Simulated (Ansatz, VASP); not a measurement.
Two plane-wave programs on NaF

```
Na F
1.0
     0.00000    2.31441    2.31441
     2.31441    0.00000    2.31441
     2.31441    2.31441    0.00000
Na F
1 1
Direct
  0.00000 0.00000 0.00000
  0.50000 0.50000 0.50000
```

Alike in both runs: functional PBEsol; k mesh 8 × 8 × 8; occupations gaussian, width 0.02 eV; no spin polarisation.

Ansatz relaxed the structure, and its values are those at the end. VASP's run is a single point on that final structure, the one shown.

|  | VASP | Ansatz |
| --- | --- | --- |
| version | VASP 6.6.1 | Ansatz 0.2.0 |
| potentials or method | VASP PAW PBE potentials, release 64 (Na_pv, F), cutoff 600 eV | scalar-relativistic, plane waves, PAW |
| valence electrons in the cell | 14 | 16 |

|  | VASP | Ansatz | Ansatz less VASP |
| --- | --- | --- | --- |
| gap on the k mesh at the Fermi level (eV) | 6.18 | 6.20 | +0.019 |
| least direct gap on the mesh (eV) | 6.18 | 6.20 | +0.019 |
| pressure (GPa) | -0.2 | 0.0 | +0.15 |

VASP's potentials were made for PBE, not for PBEsol, and Ansatz warns of the same on its side. With one functional, cell and mesh, what is left measures potentials, basis and numerics. VASP's potentials hold 14 valence electrons a cell and Ansatz's 16, so a difference there can come from the potentials and not from the codes.
